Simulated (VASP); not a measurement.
Wanted: the native input for a VASP 6.6.1 run.

| Item | Value |
| --- | --- |
| Task | single point |
| Functional | PBE |
| Potentials or basis | VASP PAW PBE potentials, release 64 (As) |
| Cutoff | 520 eV |
| k mesh | 44 × 44 × 44 |
| Occupations | fermi-dirac, width 0.0612256 eV |
| Spin | no spin polarisation |
| Dipole correction | no |
| Further INCAR settings | ALGO = Normal; EDIFF = 1e-07; NBANDS = 8 |

The structure of As lies in POSCAR:

```
As
1.0
    0.0000000000      2.1689386387      2.1689386387
    2.1689386387      0.0000000000      2.1689386387
    2.1689386387      2.1689386387      0.0000000000
As
1
Direct
    0.0000000000      0.0000000000      0.0000000000
```

These files were run (other wordings do the same):

INCAR

```
SYSTEM = As
ALGO     = Normal         ! electronic algorithm
EDIFF    = 1E-7           ! SCF threshold, eV
ENCUT    = 520            ! plane-wave cutoff, eV
GGA      = PE             ! functional
ISIF     = 2              ! what is computed and relaxed
ISMEAR   = -1             ! smearing method
LASPH    = .TRUE.         ! aspherical terms in the spheres
LCHARG   = .FALSE.        ! write CHGCAR
LREAL    = .FALSE.        ! projectors in reciprocal space
LWAVE    = .FALSE.        ! write WAVECAR
NBANDS   = 8              ! bands
NELM     = 100            ! most SCF steps
PREC     = Accurate       ! precision mode
SIGMA    = 0.06122561905347299 ! smearing width, eV
```

KPOINTS

```
k-points
0
G
  44 44 44
  0 0 0
```

Potentials or basis: VASP PAW PBE potentials, release 64 (As).

The run is started by

```bash
$ cat potpaw_PBE.64/As/POTCAR > POTCAR
$ mpirun -np 1 vasp_std > vasp.out
```

It gave:

| Property | Result |
| --- | --- |
| Pressure | -3.9 GPa |

It took 120 s on 1 thread of Intel Xeon 6975P-C, on a shared host, peak memory 0.44 GiB.
